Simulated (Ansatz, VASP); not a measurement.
# One calculation of Zn, two programs

The input INCAR:

```
PREC = Accurate
ENCUT = 520
EDIFF = 1E-7
ISMEAR = -1
SIGMA = 0.1
LREAL = False
LASPH = True
NELM = 80
ALGO = Normal
ISIF = 2
LWAVE = False
LCHARG = False
NBANDS = 19
```

The input KPOINTS:

```
regular mesh
0
Gamma
  11 11 11
```

The input POSCAR:

```
Zn
1.0
    0.0000000000      2.7371057052      2.7371057052
    2.7371057052      0.0000000000      2.7371057052
    2.7371057052      2.7371057052      0.0000000000
Zn
2
Direct
    0.1250000000      0.1250000000      0.1250000000
    0.8750000000      0.8750000000      0.8750000000
```

Input for Ansatz:

```yaml
crystal:
  lattice:
    - [0.0, 2.7371057052, 2.7371057052]
    - [2.7371057052, 0.0, 2.7371057052]
    - [2.7371057052, 2.7371057052, 0.0]
  atoms:
    - { symbol: Zn, position: [0.125, 0.125, 0.125] }
    - { symbol: Zn, position: [0.875, 0.875, 0.875] }
hamiltonian:
  xc: lda
  pseudopotentials:
    kind: paw
    azcp:
      Zn: "pseudopotentials/Zn.paw.azcp"
basis:
  ecutwfc: 420
  fft_grid_basis: typed
kpoints:
  mp_grid: { grid: [11, 11, 11], shift: [0, 0, 0] }
magnetization:
  spin_polarized: false
scf:
  occupations: { method: fermi_dirac, width: 0.1 }
  lower_state_search: "off"
output:
  stress: true
```

Alike in both runs: task single point; functional LDA; k mesh 11 × 11 × 11; occupations fermi-dirac, width 0.1 eV; no spin polarisation.

|  | VASP | Ansatz |
| --- | --- | --- |
| version | VASP 6.6.1 | Ansatz 0.2.0 |
| potentials or method | VASP PAW LDA potentials, release 64 (Zn), cutoff 520 eV | plane waves (420 eV) with PAW, scalar-relativistic |
| valence electrons in the cell | 24 | 24 |

VASP gave:

```
pressure (GPa) : 2.4
```

Question: Estimate Ansatz's values.

Answer: Pressure (GPa): 1.9.

Ansatz warns that its potentials were made for another functional, while VASP's fit it. LDA's correlation is that of Perdew and Zunger in VASP and of Perdew and Wang (1992) in Ansatz.
